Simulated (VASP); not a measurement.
Runs of VASP 6.6.1 on GaN. The structure is that of space group Fm-3m (No. 225), or close to it. The cells are those of the table. 

```tsv
cell	gap on the mesh (eV)	pressure (GPa)
a = 3.117 Å, angles 60.0°, 2 atoms	0.31	-23.4
a = 3.093 Å, angles 60.0°, 2 atoms	0.45	-20.4
a = 2.994 Å, angles 60.0°, 2 atoms	1.08	(a)
a = 2.942 Å, angles 60.0°, 2 atoms	1.45	12.3
a = 3.045 Å, angles 60.0°, 2 atoms	(b)	-12.4
```

Alike in all rows: task single point; level r2SCAN; potentials or basis VASP PAW PBE potentials, release 64 (Ga_d, N); no spin polarisation; k mesh 8 × 8 × 8; cutoff (eV) 520; smearing gaussian 0.01 eV.

Estimate the missing entries.

(a) -1.7; (b) 0.75.

Caveats: the PAW data sets were made with another functional, which shifts forces and pressure a little.

A k mesh can miss the band edges, and the runs leave out spin-orbit coupling on Ga.
